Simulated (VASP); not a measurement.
Set up this calculation in VASP 6.6.1, as the native input.

```
Task                   : single point
Functional             : PBE
Potentials or basis    : VASP PAW PBE potentials, release 64 (Cu, O)
Cutoff                 : 520 eV
k mesh                 : 7 × 7 × 4
Occupations            : gaussian, width 0.05 eV
Spin                   : collinear spin, zero start
Starting moments       : [0.0, 0.0, 0.0, 0.0] μB
Hubbard terms          : Cu d U = 2.0 eV
Dipole correction      : no
Further INCAR settings : ALGO = Normal; EDIFF = 1e-07; NBANDS = 29
```

The structure of CuO lies in POSCAR:

```
CuO
1.0
    3.1795331000      0.0000000000      0.0000000000
   -1.5897665500      2.7535564400      0.0000000000
    0.0000000000      0.0000000000      4.4314907300
Cu O
2 2
Direct
    0.0000000000      0.0000000000      0.0000000000
    0.0000000000      0.0000000000      0.5000000000
    0.3333333333      0.6666666667      0.2500000000
    0.6666666667      0.3333333333      0.7500000000
```

These files were run (other wordings do the same):

INCAR

```
SYSTEM = CuO
PREC = Accurate ; ENCUT = 520
EDIFF = 1E-7 ; ISMEAR = 0
SIGMA = 0.05 ; LREAL = .FALSE.
LASPH = .TRUE. ; NELM = 150
ALGO = Normal ; ISIF = 2
LWAVE = .FALSE. ; LCHARG = .FALSE.
ISPIN = 2 ; MAGMOM = 0 0 0 0
LORBIT = 11 ; LMAXMIX = 4
LDAU = .TRUE. ; LDAUTYPE = 2
LDAUL = 2 -1 ; LDAUU = 2 0
LDAUJ = 0 0 ; LDAUPRINT = 1
GGA = PE ; NBANDS = 29
```

KPOINTS

```
regular mesh
0
G
  7 7 4
  0 0 0
```

Potentials or basis: VASP PAW PBE potentials, release 64 (Cu, O).

The run is started by

```sh
$ cat potpaw_PBE.64/Cu/POTCAR potpaw_PBE.64/O/POTCAR > POTCAR
$ mpirun -np 1 vasp_std > vasp.out
```

It gave:

```json
{
 "Pressure": "4.5 GPa",
 "Band gap on the k mesh": "zero (filled and empty bands overlap)",
 "Net moment": "0.00 μB per cell",
 "Valence electrons inside the program's atomic spheres": "Cu 9.93; O 4.89"
}
```

Caveat: the cell stands under pressure.

Wall time 120 s on 1 thread of AMD EPYC 7R13, on a shared host, peak memory 0.16 GiB.
